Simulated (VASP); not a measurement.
# PtF (P6_3/mmc) in VASP: single point with PBE

Aim: the single point of PtF with PBE.

All numbers are computed with VASP 6.6.1; they aren't measurements. Logs are shortened: lines on timing, memory, paths and dates and some standing lists are left out, and cuts for length are marked.

## 1. The cell of the first run

Symmetry: P6_3/mmc, No. 194, hexagonal system. Conventional cell: a = 5.832 Å, b = 5.832 Å, c = 3.899 Å, α = 90.00°, β = 90.00°, γ = 120.00°. Within 2.6 Å of Pt (site symmetry -6m2) lie 2 F at 1.95 Å. Within 2.6 Å of F (site symmetry -6m2) lie 2 Pt at 1.95 Å.

The cell was built from a structure type or drawn by symmetry, and may not be a known phase.

## 2. Single point, PBE

Input file INCAR:

```
SYSTEM = PtF
PREC     = Accurate       ! precision mode
ENCUT    = 520            ! plane-wave cutoff, eV
EDIFF    = 1E-6           ! SCF threshold, eV
ISMEAR   = 0              ! smearing method
SIGMA    = 0.1            ! smearing width, eV
LREAL    = .False.        ! projectors in reciprocal space
LASPH    = .True.         ! aspherical terms in the spheres
NELM     = 100            ! most SCF steps
ALGO     = Normal         ! electronic algorithm
ISIF     = 2              ! what is computed and relaxed
LWAVE    = .False.        ! write WAVECAR
LCHARG   = .False.        ! write CHGCAR
GGA      = PE             ! functional
NBANDS   = 25             ! bands
```

Input file KPOINTS:

```
Automatic mesh
0
Gamma
  12 12 12
  0 0 0
```

Input file POSCAR:

```
PtF
1.0
    5.8319524096      0.0000000000      0.0000000000
   -2.9159762048      5.0506189404      0.0000000000
    0.0000000000      0.0000000000      3.8994438198
Pt F
2 2
Direct
    0.6666666667      0.3333333333      0.2500000000
    0.3333333333      0.6666666667      0.7500000000
    0.3333333333      0.6666666667      0.2500000000
    0.6666666667      0.3333333333      0.7500000000
```

Potentials or basis: VASP PAW PBE potentials, release 64 (Pt, F).

Launch:

```
cat potpaw_PBE.64/Pt/POTCAR potpaw_PBE.64/F/POTCAR > POTCAR
mpirun -np 1 vasp_std > vasp.out
```

OUTCAR:

```text
SYSTEM = PtF
   PREC = Accurate
   ENCUT = 520
   EDIFF = 1E-6
   ISMEAR = 0
   LREAL = .False.
   LASPH = .True.
   NELM = 100
   ISIF = 2
   GGA = PE

 ion  position               nearest neighbor table
   1  0.667  0.333  0.250-   4 1.95   4 1.95
   2  0.333  0.667  0.750-   3 1.95   3 1.95
   3  0.333  0.667  0.250-   2 1.95   2 1.95
   4  0.667  0.333  0.750-   1 1.95   1 1.95

  LATTYP: Found a hexagonal cell.
 ALAT       =     5.8319524096
 C/A-ratio  =     0.6686343691

  Lattice vectors:

 A1 = (   5.8319524096,   0.0000000000,   0.0000000000)
 A2 = (  -2.9159762048,   5.0506189404,   0.0000000000)
 A3 = (   0.0000000000,   0.0000000000,   3.8994438198)

Analysis of symmetry for initial positions (statically):
=====================================================================
 Subroutine PRICEL returns:
 Original cell was already a primitive cell.

 Routine SETGRP: Setting up the symmetry group for a
 hexagonal supercell.

 Subroutine GETGRP returns: Found 24 space group operations
 (whereof 12 operations were pure point group operations)
 out of a pool of 24 trial point group operations.

The static configuration has the point symmetry D_3d.
 The point group associated with its full space group is D_6h.

Analysis of symmetry for dynamics (positions and initial velocities):
=====================================================================
 Subroutine PRICEL returns:
 Original cell was already a primitive cell.

 Routine SETGRP: Setting up the symmetry group for a
 hexagonal supercell.

 Subroutine GETGRP returns: Found 24 space group operations
 (whereof 12 operations were pure point group operations)
 out of a pool of 24 trial point group operations.

The dynamic configuration has the point symmetry D_3d.
 The point group associated with its full space group is D_6h.

 Subroutine INISYM returns: Found 24 space group operations
 (whereof 12 operations are pure point group operations),
 and found     1 'primitive' translations

----------------------------------------------------------------------------------------

                                     Primitive cell

  volume of cell :     114.8580

  direct lattice vectors                    reciprocal lattice vectors
     5.831952410  0.000000000  0.000000000     0.171469163  0.098997768  0.000000000
    -2.915976205  5.050618940  0.000000000     0.000000000  0.197995535  0.000000000
     0.000000000  0.000000000  3.899443820     0.000000000  0.000000000  0.256446828

  length of vectors
     5.831952410  5.831952410  3.899443820     0.197995535  0.197995535  0.256446828

  position of ions in fractional coordinates (direct lattice)
     0.666666667  0.333333333  0.250000000
     0.333333333  0.666666667  0.750000000
     0.333333333  0.666666667  0.250000000
     0.666666667  0.333333333  0.750000000

  ion indices of the primitive-cell ions
   primitive index   ion index
                 1           1
                 2           2
                 3           3
                 4           4

----------------------------------------------------------------------------------------

 KPOINTS: Automatic mesh

Automatic generation of k-mesh.
 Grid dimensions read from file:
 generate k-points for:   12   12   12

 Generating k-lattice:

  Cartesian coordinates                     Fractional coordinates (reciprocal lattice)
     0.014289097  0.008249814  0.000000000     0.083333333 -0.000000000  0.000000000
     0.000000000  0.016499628  0.000000000     0.000000000  0.083333333  0.000000000
     0.000000000  0.000000000  0.021370569     0.000000000  0.000000000  0.083333333

  Length of vectors
     0.016499628  0.016499628  0.021370569

  Shift w.r.t. Gamma in fractional coordinates (k-lattice)
     0.000000000  0.000000000  0.000000000

 Subroutine IBZKPT returns following result:
 ===========================================

 Found    133 irreducible k-points:

 Following reciprocal coordinates:
            Coordinates               Weight
  0.000000  0.000000  0.000000      1.000000
  0.083333  0.000000  0.000000      6.000000
  0.166667  0.000000  0.000000      6.000000
  0.250000  0.000000  0.000000      6.000000
  0.333333 -0.000000  0.000000      6.000000
  0.416667  0.000000  0.000000      6.000000
[... 16 lines left out ...]
  0.250000  0.000000  0.083333     12.000000
  0.333333 -0.000000  0.083333     12.000000
 [... further k-points ...]
   k-points           NKPTS =    133   k-points in BZ     NKDIM =    133   number of bands    NBANDS=     25
   number of dos      NEDOS =    301   number of ions     NIONS =      4
   total plane-waves  NPLWV =  69120
   dimension x,y,z NGX =    48 NGY =   48 NGZ =   30
   dimension x,y,z NGXF=    96 NGYF=   96 NGZF=   60
   ions per type =               2   2
   NGX,Y,Z   is equivalent  to a cutoff of  13.68, 13.68, 12.79 a.u.
   NGXF,Y,Z  is equivalent  to a cutoff of  27.37, 27.37, 25.58 a.u.
 SYSTEM =  PtF
   PREC   = accura    normal or accurate (medium, high low for compatibility)
   ISTART =      0    job   : 0-new  1-cont  2-samecut
   ICHARG =      2    charge: 1-file 2-atom 10-const
   ISPIN  =      1    spin polarized calculation?
   LNONCOLLINEAR =      F non collinear calculations
   LSORBIT =      F    spin-orbit coupling
   LASPH  =      T    aspherical Exc in radial PAW
   ENCUT  =  520.0 eV  38.22 Ry    6.18 a.u.  10.84 10.84  7.25*2*pi/ulx,y,z
   NELM   =    100;   NELMIN=  2; NELMDL= -5     # of ELM steps
   EDIFF  = 0.1E-05   stopping-criterion for ELM
   LREAL  =      F    real-space projection
   EDIFFG = 0.1E-04   stopping-criterion for IOM
   NSW    =      0    number of steps for IOM
   IBRION =     -1    ionic relax: 0-MD 1-quasi-New 2-CG
   NFREE  =      0    steps in history (QN), initial steepest desc. (CG)
   ISIF   =      2    stress and relaxation
   ISYM   =      2    0-nonsym 1-usesym 2-fastsym
   POTIM  = 0.5000    time-step for ionic-motion
   TEBEG  =    0.0;   TEEND  =   0.0 temperature during run
   PSTRESS=    0.0 pullay stress
   NELECT =      34.0000    total number of electrons
   NUPDOWN=      -1.0000    fix difference up-down
   EMIN   =  10.00;   EMAX   =-10.00  energy-range for DOS
   EFERMI =   0.00;   METHOD = LEGACY
   ISMEAR =     0;   SIGMA  =   0.10  broadening in eV -4-tet -1-fermi 0-gaus
   EFERMI_NEDOS =   21; number of points for ismear=-14 and -15
   IALGO  =     38    algorithm
   IMIX   =      4    mixing-type and parameters
     AMIX     =   0.40;   BMIX     =  1.00
     AMIX_MAG =   1.60;   BMIX_MAG =  1.00
  volume/ion in A,a.u.               =      28.71       193.78
  Fermi-wavevector in a.u.,A,eV,Ry     =   1.091057  2.061799 16.196445  1.190405
  Thomas-Fermi vector in A             =   2.227294
   LORBIT       =      0    0 simple, 1 ext, 2 COOP (PROOUT), +10 PAW based schemes
   GGA     = PE    functional components
   LHFCALC =     F    Hartree Fock is set to
   AEXX    =    0.0000 exact exchange contribution
   IVDW    =     0    specifies the selected vdW correction
   LEPSILON=     F    determine dielectric tensor
   LRPA    =     F    only Hartree local field effects (RPA)
 non-spin polarized calculation
 Gauss-broadening in eV      SIGMA  =   0.10
  energy-cutoff  :      520.00
  volume of cell :      114.86
 maximum number of plane-waves:      3123
 NGX is ok and might be reduce to    48
   NGX = 21   NGY = 21   NGZ = 15

 number of electron      33.9999990 magnetization

 Free energy of the ion-electron system (eV)
  ---------------------------------------------------
  ext. energy  EPLUGINS =         0.00000000
  ---------------------------------------------------
  free energy    TOTEN  =       -13.94673425 eV

  energy without entropy =      -13.90411000  energy(sigma->0) =      -13.92542212

 E-fermi :  -0.5240     XC(G=0):  -7.3067

 val. band max:       -0.5278879844   @ k =   0.0833   0.0000   0.4167
 cond. band min:      -0.5237977696   @ k =   0.0833   0.0833   0.4167
 fundamental gap:      0.0040902148
 Fermi energy:        -0.5239843968

 k-point     1 :       0.0000    0.0000    0.0000
  band No.  band energies     occupation
      1     -25.3309      2.00000
      2     -25.3048      2.00000
      3      -7.3518      2.00000
      4      -7.2663      2.00000
      5      -6.0558      2.00000
      6      -6.0558      2.00000
[... 17 lines left out ...]
     24       7.1129      0.00000
     25       7.7673      0.00000

 k-point     2 :       0.0833    0.0000    0.0000
  band No.  band energies     occupation
      1     -25.3303      2.00000
      2     -25.3052      2.00000
      3      -7.3506      2.00000
      4      -7.2676      2.00000
      5      -6.0582      2.00000
      6      -6.0549      2.00000
[... 17 lines left out ...]
     24       7.3190      0.00000
     25       8.2491      0.00000

 k-point     3 :       0.1667    0.0000    0.0000
  band No.  band energies     occupation
      1     -25.3293      2.00000
      2     -25.3063      2.00000
      3      -7.3469      2.00000
      4      -7.2715      2.00000
      5      -6.0645      2.00000
      6      -6.0526      2.00000
[... 17 lines left out ...]
     24       7.7889      0.00000
     25       9.0949      0.00000

 k-point     4 :       0.2500    0.0000    0.0000
  band No.  band energies     occupation
      1     -25.3276      2.00000
      2     -25.3081      2.00000
      3      -7.3412      2.00000
      4      -7.2775      2.00000
      5      -6.0726      2.00000
      6      -6.0493      2.00000
[... 17 lines left out ...]
     24       8.3742      0.00000
     25      10.0418      0.00000

 k-point     5 :       0.3333   -0.0000    0.0000
  band No.  band energies     occupation
      1     -25.3256      2.00000
      2     -25.3103      2.00000
      3      -7.3342      2.00000
      4      -7.2848      2.00000
      5      -6.0801      2.00000
      6      -6.0458      2.00000
[... 17 lines left out ...]
     24       9.0087      0.00000
     25      10.7087      0.00000

 k-point     6 :       0.4167    0.0000    0.0000
  band No.  band energies     occupation
      1     -25.3233      2.00000
      2     -25.3124      2.00000
      3      -7.3272      2.00000
      4      -7.2920      2.00000
      5      -6.0852      2.00000
      6      -6.0431      2.00000
[... 17 lines left out ...]
     24       9.6109      0.00000
     25      10.5405      0.00000
[... 393 lines left out ...]
 k-point    21 :       0.0833    0.0000    0.0833
  band No.  band energies     occupation
      1     -25.3033      2.00000
      2     -25.2789      2.00000
      3      -7.5944      2.00000
      4      -7.5189      2.00000
      5      -6.1117      2.00000
      6      -6.1087      2.00000
[... 17 lines left out ...]
     24       7.3186      0.00000
     25       8.2975      0.00000

 k-point    22 :       0.1667    0.0000    0.0833
  band No.  band energies     occupation
      1     -25.3022      2.00000
      2     -25.2798      2.00000
      3      -7.5911      2.00000
      4      -7.5224      2.00000
      5      -6.1177      2.00000
      6      -6.1067      2.00000
[... 17 lines left out ...]
     24       7.7780      0.00000
     25       9.1177      0.00000

 k-point    23 :       0.2500    0.0000    0.0833
  band No.  band energies     occupation
      1     -25.3005      2.00000
      2     -25.2816      2.00000
      3      -7.5860      2.00000
      4      -7.5279      2.00000
      5      -6.1252      2.00000
      6      -6.1038      2.00000
[... 17 lines left out ...]
     24       8.3484      0.00000
     25       9.9695      0.00000

 k-point    24 :       0.3333   -0.0000    0.0833
  band No.  band energies     occupation
      1     -25.2986      2.00000
      2     -25.2837      2.00000
      3      -7.5796      2.00000
      4      -7.5347      2.00000
      5      -6.1322      2.00000
      6      -6.1007      2.00000
[... 17 lines left out ...]
     24       8.9612      0.00000
     25      10.5405      0.00000

 [... further k-points ...]

------------------------ aborting loop because EDIFF is reached ----------------------------------------

  FORCE on cell =-STRESS in cart. coord.  units (eV):
  Direction    XX          YY          ZZ          XY          YZ          ZX
  --------------------------------------------------------------------------------------
  -------------------------------------------------------------------------------------
  Total       -0.1356796     -0.1356796      0.6605284      0.0000000     -0.0000000      0.0000000
  in kB       -1.8926222     -1.8926222      9.2138432      0.0000000     -0.0000000      0.0000000
  external PRESSURE =       1.8095329 kB  Pullay stress =       0.0000000 kB

 VOLUME and BASIS-vectors are now :
 -----------------------------------------------------------------------------
  energy-cutoff  :      520.00
  volume of cell :      114.86
      direct lattice vectors                 reciprocal lattice vectors
     5.831952410  0.000000000  0.000000000     0.171469163  0.098997768  0.000000000
    -2.915976205  5.050618940  0.000000000     0.000000000  0.197995535  0.000000000
     0.000000000  0.000000000  3.899443820     0.000000000  0.000000000  0.256446828

 POSITION                                       TOTAL-FORCE (eV/Angst)
 -----------------------------------------------------------------------------------
      2.91598      1.68354      0.97486         0.000000     -0.000000     -0.000000
     -0.00000      3.36708      2.92458        -0.000000     -0.000000     -0.000000
     -0.00000      3.36708      0.97486         0.000000      0.000000     -0.000000
      2.91598      1.68354      2.92458        -0.000000     -0.000000      0.000000
 -----------------------------------------------------------------------------------
    total drift:                               -0.000000      0.000000      0.000000

  FREE ENERGIE OF THE ION-ELECTRON SYSTEM (eV)
  ---------------------------------------------------
  free  energy   TOTEN  =       -13.9467342475 eV

  energy  without entropy=      -13.9041099972  energy(sigma->0) =      -13.92542212
```

It took 3.8 min on 1 thread of AMD EPYC 7R13 (Zen 3), shared host; peak memory 0.43 GiB.

Results:

```yaml
Free_energy: -13.9467 eV
Pressure: 0.2 GPa
Band_gap_on_the_k_mesh: zero (bands 17 and 18 overlap by 0.66 eV)
```

Levels at points of the mesh, in eV from the Fermi level:
| k point | band 16 | band 17 | band 18 | band 19 | band 20 | band 21 |
| --- | --- | --- | --- | --- | --- | --- |
| (0.00, 0.00, 0.00) | -0.56 | -0.56 | -0.44 | 1.16 | 4.17 | 6.32 |
| (0.50, 0.00, 0.00) | -0.55 | -0.32 | -0.28 | 1.71 | 2.23 | 5.24 |
| (0.00, 0.00, 0.50) | 0.14 | 0.14 | 0.14 | 5.66 | 5.66 | 7.12 |
| (0.50, 0.00, 0.50) | 0.12 | 0.20 | 0.20 | 5.18 | 5.18 | 6.39 |

Caveat: spin-orbit coupling is left out, which moves the levels of the heavy elements.
